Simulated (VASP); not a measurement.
Wanted: the native input for a VASP 6.6.1 run.

```yaml
Task: single point
Functional: PBE
Potentials_or_basis: VASP PAW PBE potentials, release 64 (Mo_sv, S)
Cutoff: 500 eV
k_mesh: 1 × 1 × 1, shifted
Occupations: gaussian, width 0.01 eV
Spin: no spin polarisation
Dipole_correction: no
Further_INCAR_settings: ALGO = Normal; EDIFF = 1e-06; NBANDS = 20
```

The structure of MoS2 lies in POSCAR:

```
MoS2
1.0
    1.4711708300      0.8493814800      5.7015643800
   -1.4711708300      0.8493814800      5.7015643800
    0.0000000000     -1.6987619900      5.7015643800
Mo S
1 2
Direct
    0.0044212452      0.0044212452      0.0044212452
    0.2477000000      0.2477000000      0.2477000000
    0.4577030700      0.3814080200      0.3910374900
```

The input as run:

INCAR

```
SYSTEM = MoS2
  PREC = Accurate
  ENCUT = 500
  EDIFF = 1E-6
  ISMEAR = 0
  SIGMA = 0.01
  LREAL = .FALSE.
  LASPH = .TRUE.
  NELM = 120
  ALGO = Normal
  ISIF = 2
  LWAVE = .FALSE.
  LCHARG = .FALSE.
  GGA = PE
  NBANDS = 20
  GGA_COMPAT = .FALSE.
```

KPOINTS

```
Automatic mesh
0
Gamma
  1 1 1
  0.5 0.5 0.5
```

Potentials or basis: VASP PAW PBE potentials, release 64 (Mo_sv, S).

The run is started by

```sh
$ cat potpaw_PBE.64/Mo_sv/POTCAR potpaw_PBE.64/S/POTCAR > POTCAR
$ mpirun -np 1 vasp_std > vasp.out
```

It gave:

```
Pressure               : 102.2 GPa
Largest force          : 8.432 eV/Å
Band gap on the k mesh : 0.65 eV
```

Caveat: the k points lie up to 2.49 Å⁻¹ apart; forces of over 1 eV/Å act on the atoms, so gaps and moduli don't describe the material at rest.

Run time: 11 s on 1 thread of Intel(R) Xeon(R) 6975P-C (Granite Rapids) (shared host), peak memory 0.29 GiB.
